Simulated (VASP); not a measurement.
# Cd3HgTe4 (P-43m) in VASP: notebook

Runs on Cd3HgTe4. Level: PBE. Tasks: single point, relaxation of cell and atoms.

Program: VASP 6.6.1. These are calculated values, not measurements. Logs are shortened: lines on timing, memory, paths and dates and some standing lists are left out, and cuts for length are marked.

## Step 1: The cell of the first run

Symmetry: P-43m, No. 215, cubic system. The conventional cell has a = 6.191 Å, b = 6.191 Å, c = 6.191 Å, α = 90.00°, β = 90.00°, γ = 90.00°. Within 3.5 Å of Cd (site symmetry -42m) lie 4 Te at 2.68 Å. Within 3.5 Å of Hg (site symmetry -43m) lie 4 Te at 2.68 Å. Te (site symmetry 3m) has 3 Cd at 2.68 Å and 1 Hg at 2.68 Å within 3.5 Å.

## Step 2: Single point, PBE

INCAR reads:

```
SYSTEM = Cd3HgTe4
PREC = Accurate
ENCUT = 520
EDIFF = 1E-7
ISMEAR = 0
SIGMA = 0.1
LREAL = .FALSE.
LASPH = .TRUE.
NELM = 60
ALGO = Normal
ISIF = 2
LWAVE = .FALSE.
LCHARG = .FALSE.
GGA = PE
NBANDS = 46
```

KPOINTS reads:

```
Automatic mesh
0
G
  4 4 4
  0 0 0
```

POSCAR reads:

```
Cd3HgTe4
1.0
    6.1910842600      0.0000000000      0.0000000000
    0.0000000000      6.1910842600      0.0000000000
    0.0000000000      0.0000000000      6.1910842600
Cd Hg Te
3 1 4
Direct
    0.0000000000      0.0000000000      0.5000000000
    0.0000000000      0.5000000000      0.0000000000
    0.5000000000      0.0000000000      0.0000000000
    0.5000000000      0.5000000000      0.5000000000
    0.2500000000      0.2500000000      0.2500000000
    0.2500000000      0.7500000000      0.7500000000
    0.7500000000      0.2500000000      0.7500000000
    0.7500000000      0.7500000000      0.2500000000
```

Potentials or basis: VASP PAW PBE potentials, release 64 (Cd, Hg, Te).

Run with:

```bash
> cat potpaw_PBE.64/Cd/POTCAR potpaw_PBE.64/Hg/POTCAR potpaw_PBE.64/Te/POTCAR > POTCAR
> mpirun -np 1 vasp_std > vasp.out
```

OUTCAR:

```text
SYSTEM = Cd3HgTe4
   PREC = Accurate
   ENCUT = 520
   EDIFF = 1E-7
   ISMEAR = 0
   LREAL = .FALSE.
   LASPH = .TRUE.
   NELM = 60
   ISIF = 2
   GGA = PE

 ion  position               nearest neighbor table
   1  0.000  0.000  0.500-   5 2.68   6 2.68   7 2.68   8 2.68
   2  0.000  0.500  0.000-   5 2.68   6 2.68   7 2.68   8 2.68
   3  0.500  0.000  0.000-   5 2.68   6 2.68   7 2.68   8 2.68
   4  0.500  0.500  0.500-   5 2.68   6 2.68   7 2.68   8 2.68
   5  0.250  0.250  0.250-   1 2.68   2 2.68   3 2.68   4 2.68
   6  0.250  0.750  0.750-   1 2.68   2 2.68   3 2.68   4 2.68
   7  0.750  0.250  0.750-   1 2.68   2 2.68   3 2.68   4 2.68
   8  0.750  0.750  0.250-   1 2.68   2 2.68   3 2.68   4 2.68

  LATTYP: Found a simple cubic cell.
 ALAT       =     6.1910842600

  Lattice vectors:

 A1 = (   6.1910842600,   0.0000000000,   0.0000000000)
 A2 = (   0.0000000000,   6.1910842600,   0.0000000000)
 A3 = (   0.0000000000,   0.0000000000,   6.1910842600)

Analysis of symmetry for initial positions (statically):
=====================================================================
 Subroutine PRICEL returns:
 Original cell was already a primitive cell.

 Routine SETGRP: Setting up the symmetry group for a
 simple cubic supercell.

 Subroutine GETGRP returns: Found 24 space group operations
 (whereof 24 operations were pure point group operations)
 out of a pool of 48 trial point group operations.

The static configuration has the point symmetry T_d .

Analysis of symmetry for dynamics (positions and initial velocities):
=====================================================================
 Subroutine PRICEL returns:
 Original cell was already a primitive cell.

 Routine SETGRP: Setting up the symmetry group for a
 simple cubic supercell.

 Subroutine GETGRP returns: Found 24 space group operations
 (whereof 24 operations were pure point group operations)
 out of a pool of 48 trial point group operations.

The dynamic configuration has the point symmetry T_d .

 Subroutine INISYM returns: Found 24 space group operations
 (whereof 24 operations are pure point group operations),
 and found     1 'primitive' translations

----------------------------------------------------------------------------------------

                                     Primitive cell

  volume of cell :     237.3013

  direct lattice vectors                    reciprocal lattice vectors
     6.191084260  0.000000000  0.000000000     0.161522596  0.000000000  0.000000000
     0.000000000  6.191084260  0.000000000     0.000000000  0.161522596  0.000000000
     0.000000000  0.000000000  6.191084260     0.000000000  0.000000000  0.161522596

  length of vectors
     6.191084260  6.191084260  6.191084260     0.161522596  0.161522596  0.161522596

  position of ions in fractional coordinates (direct lattice)
     0.000000000  0.000000000  0.500000000
     0.000000000  0.500000000  0.000000000
     0.500000000  0.000000000  0.000000000
     0.500000000  0.500000000  0.500000000
     0.250000000  0.250000000  0.250000000
     0.250000000  0.750000000  0.750000000
     0.750000000  0.250000000  0.750000000
     0.750000000  0.750000000  0.250000000

  ion indices of the primitive-cell ions
   primitive index   ion index
                 1           1
                 2           2
                 3           3
                 4           4
                 5           5
                 6           6
                 7           7
                 8           8

----------------------------------------------------------------------------------------

 KPOINTS: Automatic mesh

Automatic generation of k-mesh.
 Grid dimensions read from file:
 generate k-points for:    4    4    4

 Generating k-lattice:

  Cartesian coordinates                     Fractional coordinates (reciprocal lattice)
     0.040380649  0.000000000  0.000000000     0.250000000  0.000000000  0.000000000
     0.000000000  0.040380649  0.000000000     0.000000000  0.250000000  0.000000000
     0.000000000  0.000000000  0.040380649     0.000000000  0.000000000  0.250000000

  Length of vectors
     0.040380649  0.040380649  0.040380649

  Shift w.r.t. Gamma in fractional coordinates (k-lattice)
     0.000000000  0.000000000  0.000000000

 Subroutine IBZKPT returns following result:
 ===========================================

 Found     10 irreducible k-points:

 Following reciprocal coordinates:
            Coordinates               Weight
  0.000000  0.000000  0.000000      1.000000
  0.250000  0.000000  0.000000      6.000000
  0.500000  0.000000  0.000000      3.000000
  0.250000  0.250000  0.000000     12.000000
  0.500000  0.250000  0.000000     12.000000
  0.500000  0.500000  0.000000      3.000000
  0.250000  0.250000  0.250000      8.000000
  0.500000  0.250000  0.250000     12.000000
  0.500000  0.500000  0.250000      6.000000
  0.500000  0.500000  0.500000      1.000000
   k-points           NKPTS =     10   k-points in BZ     NKDIM =     10   number of bands    NBANDS=     46
   number of dos      NEDOS =    301   number of ions     NIONS =      8
   total plane-waves  NPLWV = 110592
   dimension x,y,z NGX =    48 NGY =   48 NGZ =   48
   dimension x,y,z NGXF=    96 NGYF=   96 NGZF=   96
   ions per type =               3   1   4
   NGX,Y,Z   is equivalent  to a cutoff of  12.89, 12.89, 12.89 a.u.
   NGXF,Y,Z  is equivalent  to a cutoff of  25.78, 25.78, 25.78 a.u.
 SYSTEM =  Cd3HgTe4
   PREC   = accura    normal or accurate (medium, high low for compatibility)
   ISTART =      0    job   : 0-new  1-cont  2-samecut
   ICHARG =      2    charge: 1-file 2-atom 10-const
   ISPIN  =      1    spin polarized calculation?
   LNONCOLLINEAR =      F non collinear calculations
   LSORBIT =      F    spin-orbit coupling
   LASPH  =      T    aspherical Exc in radial PAW
   ENCUT  =  520.0 eV  38.22 Ry    6.18 a.u.  11.51 11.51 11.51*2*pi/ulx,y,z
   NELM   =     60;   NELMIN=  2; NELMDL= -5     # of ELM steps
   EDIFF  = 0.1E-06   stopping-criterion for ELM
   LREAL  =      F    real-space projection
   EDIFFG = 0.1E-05   stopping-criterion for IOM
   NSW    =      0    number of steps for IOM
   IBRION =     -1    ionic relax: 0-MD 1-quasi-New 2-CG
   NFREE  =      0    steps in history (QN), initial steepest desc. (CG)
   ISIF   =      2    stress and relaxation
   ISYM   =      2    0-nonsym 1-usesym 2-fastsym
   POTIM  = 0.5000    time-step for ionic-motion
   TEBEG  =    0.0;   TEEND  =   0.0 temperature during run
   PSTRESS=    0.0 pullay stress
   NELECT =      72.0000    total number of electrons
   NUPDOWN=      -1.0000    fix difference up-down
   EMIN   =  10.00;   EMAX   =-10.00  energy-range for DOS
   EFERMI =   0.00;   METHOD = LEGACY
   ISMEAR =     0;   SIGMA  =   0.10  broadening in eV -4-tet -1-fermi 0-gaus
   EFERMI_NEDOS =   21; number of points for ismear=-14 and -15
   IALGO  =     38    algorithm
   IMIX   =      4    mixing-type and parameters
     AMIX     =   0.40;   BMIX     =  1.00
     AMIX_MAG =   1.60;   BMIX_MAG =  1.00
  volume/ion in A,a.u.               =      29.66       200.17
  Fermi-wavevector in a.u.,A,eV,Ry     =   1.100067  2.078824 16.465041  1.210146
  Thomas-Fermi vector in A             =   2.236472
   LORBIT       =      0    0 simple, 1 ext, 2 COOP (PROOUT), +10 PAW based schemes
   GGA     = PE    functional components
   LHFCALC =     F    Hartree Fock is set to
   AEXX    =    0.0000 exact exchange contribution
   IVDW    =     0    specifies the selected vdW correction
   LEPSILON=     F    determine dielectric tensor
   LRPA    =     F    only Hartree local field effects (RPA)
 non-spin polarized calculation
 Gauss-broadening in eV      SIGMA  =   0.10
  energy-cutoff  :      520.00
  volume of cell :      237.30
 maximum number of plane-waves:      6432
 NGX is ok and might be reduce to    48
   NGX = 23   NGY = 23   NGZ = 23

 number of electron      71.9999976 magnetization

 Free energy of the ion-electron system (eV)
  ---------------------------------------------------
  ext. energy  EPLUGINS =         0.00000000
  ---------------------------------------------------
  free energy    TOTEN  =       -16.40001268 eV

  energy without entropy =      -16.40001268  energy(sigma->0) =      -16.40001268

 E-fermi :   4.3180     XC(G=0):  -9.2437

 val. band max:        3.9370906289   @ k =   0.0000   0.0000   0.0000
 cond. band min:       4.6848438699   @ k =   0.0000   0.0000   0.0000
 fundamental gap:      0.7477532411
 Fermi energy:         4.3179558132

 k-point     1 :       0.0000    0.0000    0.0000
  band No.  band energies     occupation
      1      -8.3782      2.00000
      2      -7.5924      2.00000
      3      -7.5924      2.00000
      4      -7.5924      2.00000
      5      -5.0058      2.00000
      6      -5.0058      2.00000
[... 38 lines left out ...]
     45       8.2760      0.00000
     46       8.2760      0.00000

 k-point     2 :       0.2500    0.0000    0.0000
  band No.  band energies     occupation
      1      -8.2668      2.00000
      2      -7.7036      2.00000
      3      -7.5938      2.00000
      4      -7.5938      2.00000
      5      -4.9869      2.00000
      6      -4.9869      2.00000
[... 38 lines left out ...]
     45       8.9965      0.00000
     46       8.9965      0.00000

 k-point     3 :       0.5000    0.0000    0.0000
  band No.  band energies     occupation
      1      -8.0311      2.00000
      2      -7.9404      2.00000
      3      -7.5952      2.00000
      4      -7.5952      2.00000
      5      -4.9521      2.00000
      6      -4.9521      2.00000
[... 332 lines left out ...]
     45       9.2231      0.00000
     46       9.2867      0.00000

 k-point    10 :       0.5000    0.5000    0.5000
  band No.  band energies     occupation
      1      -7.8506      2.00000
      2      -7.7573      2.00000
      3      -7.7573      2.00000
      4      -7.7573      2.00000
      5      -4.9746      2.00000
      6      -4.9746      2.00000
[... 38 lines left out ...]
     45       8.9654      0.00000
     46       8.9654      0.00000

------------------------ aborting loop because EDIFF is reached ----------------------------------------

  FORCE on cell =-STRESS in cart. coord.  units (eV):
  Direction    XX          YY          ZZ          XY          YZ          ZX
  --------------------------------------------------------------------------------------
  -------------------------------------------------------------------------------------
  Total       17.6426785     17.6426785     17.6426785     -0.0000000     -0.0000000      0.0000000
  in kB      119.1173324    119.1173324    119.1173324     -0.0000000     -0.0000000      0.0000000
  external PRESSURE =     119.1173324 kB  Pullay stress =       0.0000000 kB

 VOLUME and BASIS-vectors are now :
 -----------------------------------------------------------------------------
  energy-cutoff  :      520.00
  volume of cell :      237.30
      direct lattice vectors                 reciprocal lattice vectors
     6.191084260  0.000000000  0.000000000     0.161522596  0.000000000  0.000000000
     0.000000000  6.191084260  0.000000000     0.000000000  0.161522596  0.000000000
     0.000000000  0.000000000  6.191084260     0.000000000  0.000000000  0.161522596

 POSITION                                       TOTAL-FORCE (eV/Angst)
 -----------------------------------------------------------------------------------
      0.00000      0.00000      3.09554        -0.000000      0.000000     -0.000000
      0.00000      3.09554      0.00000        -0.000000      0.000000     -0.000000
      3.09554      0.00000      0.00000        -0.000000     -0.000000     -0.000000
      3.09554      3.09554      3.09554        -0.000000     -0.000000     -0.000000
      1.54777      1.54777      1.54777        -0.097880     -0.097880     -0.097880
      1.54777      4.64331      4.64331        -0.097880      0.097880      0.097880
      4.64331      1.54777      4.64331         0.097880     -0.097880      0.097880
      4.64331      4.64331      1.54777         0.097880      0.097880     -0.097880
 -----------------------------------------------------------------------------------
    total drift:                                0.000000     -0.000000      0.000000

  FREE ENERGIE OF THE ION-ELECTRON SYSTEM (eV)
  ---------------------------------------------------
  free  energy   TOTEN  =       -16.4000126827 eV

  energy  without entropy=      -16.4000126801  energy(sigma->0) =      -16.40001268
```

Run time: 1.7 min. Hardware: 1 thread of AMD EPYC 7R43 (Zen 3), shared host; peak memory 0.33 GiB.

Results:

```yaml
Free_energy: -16.4000 eV
Pressure: 11.9 GPa
Band_gap_on_the_k_mesh: 0.75 eV, direct
```

Caveat: spin-orbit coupling is left out, which moves the levels of the heavy elements. Expect the measured gap to be larger: semilocal functionals such as PBE lack the derivative discontinuity.

## Step 3: Single point, PBE

This run uses another cell than the first one, of 36.28 Å³/atom, 1.223 times its volume.

INCAR reads:

```
ALGO = Normal ; EDIFF = 1E-6
ENCUT = 520 ; GGA = PE
ISIF = 2 ; ISMEAR = 0
LASPH = True ; LCHARG = True
LELF = True ; LREAL = False
LVHAR = True ; LWAVE = False
NBANDS = 46 ; NELM = 60
PREC = Accurate ; SIGMA = 0.1
```

KPOINTS reads:

```
k-points
0
Gamma
  4 4 4
```

POSCAR reads:

```
Cd3HgTe4
1.0
    6.6210083656      0.0000000000      0.0000000000
    0.0000000000      6.6210083656      0.0000000000
    0.0000000000      0.0000000000      6.6210083656
Cd Hg Te
3 1 4
Direct
    0.0000000000      0.0000000000      0.5000000000
    0.0000000000      0.5000000000      0.0000000000
    0.5000000000      0.0000000000      0.0000000000
    0.5000000000      0.5000000000      0.5000000000
    0.2490940360      0.2490940360      0.2490940360
    0.2490940360      0.7509059640      0.7509059640
    0.7509059640      0.2490940360      0.7509059640
    0.7509059640      0.7509059640      0.2490940360
```

Potentials or basis: VASP PAW PBE potentials, release 64 (Cd, Hg, Te).

Run with:

```bash
> cat potpaw_PBE.64/Cd/POTCAR potpaw_PBE.64/Hg/POTCAR potpaw_PBE.64/Te/POTCAR > POTCAR
> mpirun -np 1 vasp_std > vasp.out
```

It took 2 min on 1 thread of AMD EPYC 7R43 (Zen 3), shared host; peak memory 0.37 GiB.

It converged, with:

```
Free energy            : -18.0571 eV
Pressure               : 0.2 GPa
Band gap on the k mesh : 0.19 eV, direct
```

Levels at points of the mesh, in eV from the valence-band top:
| k point | band 32 | band 33 | band 34 | band 35 | band 36 | band 37 | band 38 | band 39 | band 40 | band 41 |
| --- | --- | --- | --- | --- | --- | --- | --- | --- | --- | --- |
| (0.00, 0.00, 0.00) | -1.71 | -1.71 | 0.00 | 0.00 | 0.00 | 0.19 | 2.10 | 2.69 | 2.69 | 2.73 |
| (0.50, 0.00, 0.00) | -2.03 | -1.06 | -1.06 | -0.94 | -0.94 | 2.28 | 2.73 | 3.30 | 3.35 | 3.71 |
| (0.50, 0.50, 0.00) | -1.92 | -0.84 | -0.75 | -0.70 | -0.70 | 2.24 | 2.90 | 2.90 | 2.98 | 5.09 |
| (0.50, 0.50, 0.50) | -0.76 | -0.76 | -0.63 | -0.63 | -0.63 | 0.89 | 1.69 | 1.69 | 1.69 | 5.11 |

Caveat: spin-orbit coupling is left out, which moves the levels of the heavy elements.

(Continued in part 2 of 2.)
